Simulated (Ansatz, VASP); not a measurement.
## Two plane-wave programs on WSe2

The input INCAR:

```
ALGO = Normal
EDIFF = 1E-6
ENCUT = 520
GGA = CA
ISIF = 2
ISMEAR = 0
LASPH = T
LCHARG = T
LELF = T
LREAL = F
LVHAR = T
LWAVE = F
NBANDS = 35
NELM = 60
PREC = Accurate
SIGMA = 0.05
```

File KPOINTS:

```
k-points
0
Gamma
  9 9 2
```

The input POSCAR:

```
WSe2
1.0
    3.2486079436      0.0000000000      0.0000000000
   -1.6243039718      2.8133770061      0.0000000000
    0.0000000000      0.0000000000     23.6283233151
W Se
2 4
Direct
    0.4844514639      0.3333333333      0.1354666708
    0.5155485361      0.6666666667      0.8645333292
    0.1486388394      0.6666666667      0.2058884835
    0.8458278636      0.3333333333      0.9351101390
    0.1541721364      0.6666666667      0.0648898610
    0.8513611606      0.3333333333      0.7941115165
```

Input for Ansatz:

```yaml
crystal:
  lattice:
    - [3.2486079436, 0.0, 0.0]
    - [-1.6243039718, 2.8133770061, 0.0]
    - [0.0, 0.0, 23.6283233151]
  atoms:
    - { symbol: W, position: [0.4844514639, 0.3333333333, 0.1354666708] }
    - { symbol: W, position: [0.5155485361, 0.6666666667, 0.8645333292] }
    - { symbol: Se, position: [0.1486388394, 0.6666666667, 0.2058884835] }
    - { symbol: Se, position: [0.8458278636, 0.3333333333, 0.935110139] }
    - { symbol: Se, position: [0.1541721364, 0.6666666667, 0.064889861] }
    - { symbol: Se, position: [0.8513611606, 0.3333333333, 0.7941115165] }
basis:
  ecutwfc: 420
kpoints:
  mp_grid: { grid: [9, 9, 2] }
hamiltonian:
  xc: lda
  pseudopotentials: { kind: paw, azcp: { folder: soft_1 } }
scf:
  occupations: { method: gaussian, width: 0.05 }
output:
  forces: true
  stress: true
  eigenvalues: true
```

Change from the starting cell: mode 4 frozen in at -0.600 Å and mode 11 at +0.000 Å (largest displacements).

Alike in both runs: task single point; functional LDA; k mesh 9 × 9 × 2; occupations gaussian, width 0.05 eV; no spin polarisation.

|  | VASP | Ansatz |
| --- | --- | --- |
| version | VASP 6.6.1 | Ansatz 0.2.0 |
| potentials or method | VASP PAW LDA potentials, release 64 (W_sv, Se), cutoff 520 eV | scalar-relativistic, plane waves, PAW |
| valence electrons in the cell | 52 | 92 |

Ansatz gave:

```
gap on the k mesh at the Fermi level (eV) : 1.28
least direct gap on the mesh (eV)         : 1.71
rms of the force components (eV/Å)        : 0.087
```

Task: Which values does VASP return?

Result: gap on the k mesh at the Fermi level (eV): 1.27; least direct gap on the mesh (eV): 1.71; rms of the force components (eV/Å): 0.072.

Ansatz warns that its potentials were made for another functional, while VASP's fit it. LDA's correlation is that of Perdew and Zunger in VASP and of Perdew and Wang (1992) in Ansatz. Atom by atom the forces differ by 0.049 eV/Å (rms over components). VASP's potentials hold 52 valence electrons a cell and Ansatz's 92, so a difference there can come from the potentials and not from the codes.

Neither program's run includes spin-orbit coupling.
